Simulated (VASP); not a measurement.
# Si4B: single point with PBE

The system is Si4B.

```
Si B
1.0
     0.00000    2.28880    9.25271
     1.57789    0.00000    9.25271
     1.57789    2.28880    0.00000
Si B
4 1
Cartesian
  1.5779 2.2888 7.9181
  1.5779 2.2888 14.9380
  1.5779 2.2888 3.5674
  1.5779 2.2888 10.5873
  0.0000 0.0000 0.0000
```

```
Program                : VASP 6.6.1
Task                   : single point
Functional             : PBE
Potentials or basis    : VASP PAW PBE potentials, release 64 (Si, B)
Cutoff                 : 520 eV
k mesh                 : 7 × 7 × 7
Occupations            : gaussian, width 0.2 eV
Spin                   : no spin polarisation
Dipole correction      : no
Further INCAR settings : ALGO = Normal; EDIFF = 1e-06; NBANDS = 18
```

* Pressure: 0.1 GPa
* Largest force: 0.046 eV/Å

Forces in eV/Å, atoms in the order of the input:
```
Si   0.000  0.000 -0.046
Si   0.000  0.000 -0.006
Si   0.000  0.000  0.006
Si   0.000  0.000  0.046
B    0.000  0.000  0.000
```

Stress tensor (GPa, compression positive):
```
-0.07  0.00  0.00
 0.00  0.13  0.00
 0.00  0.00  0.15
```

Levels at points of the mesh, in eV from the Fermi level:
```
           k point  band 8  band 9  band 10  band 11  band 12  band 13
(0.00, 0.00, 0.00)    0.70    4.64     4.75     6.99     6.99     7.32
```

Wall time 2.3 min on 1 thread of AMD EPYC 9R14 (Zen 4), on a shared host, peak memory 0.31 GiB.
